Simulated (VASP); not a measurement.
Input of a VASP 6.6.1 run:

File INCAR:

```
ALGO = Fast
EDIFF = 1E-6
ENCUT = 520
GGA = PE
ISIF = 2
ISMEAR = -1
LASPH = T
LCHARG = T
LELF = T
LREAL = F
LVHAR = T
LWAVE = F
NBANDS = 63
NELM = 100
PREC = Accurate
SIGMA = 0.05
```

KPOINTS

```
k-points
0
Gamma
  6 6 6
```

Contents of POSCAR:

```
Mn3Sn
1.0
    5.6700000000      0.0000000000      0.0000000000
   -2.8350000000      4.9103640395      0.0000000000
    0.0000000000      0.0000000000      4.5300000000
Sn Mn
2 6
Direct
    0.6666666667      0.3333333333      0.7500000000
    0.3333333333      0.6666666667      0.2500000000
    0.6659999999      0.8330000000      0.7500000000
    0.8330000000      0.1670000001      0.2500000000
    0.1670000001      0.3340000001      0.7500000000
    0.3340000001      0.1670000001      0.2500000000
    0.1670000001      0.8330000000      0.7500000000
    0.8330000000      0.6659999999      0.2500000000
```

Potentials or basis: VASP PAW PBE potentials, release 64 (Sn_d, Mn_pv).

Command:

```bash
$ cat potpaw_PBE.64/Sn_d/POTCAR potpaw_PBE.64/Mn_pv/POTCAR > POTCAR
$ mpirun -np 1 vasp_std > vasp.out
```

**Question.** Estimate the pressure.

**Answer.** -24.0 GPa.

**Question.** Predict the largest force.

**Answer.** 0.561 eV/Å.

**Question.** Estimate the band gap on the k mesh.

**Answer.** Zero (bands 53 and 54 overlap by 0.26 eV).

Forces in eV/Å, atoms in the order of the input:
```
Sn   0.000  0.000  0.000
Sn   0.000  0.000  0.000
Mn   0.486  0.281  0.000
Mn   0.486 -0.281  0.000
Mn   0.000 -0.561  0.000
Mn  -0.486 -0.281  0.000
Mn  -0.486  0.281  0.000
Mn   0.000  0.561  0.000
```

Caveat: the cell stands under tension; spin-orbit coupling is left out, which moves the levels of the heavy elements; the run has no spin polarisation, though such a crystal can be magnetic. Spin polarisation is off, so any magnetic state and its effect on volume and gap are missing.
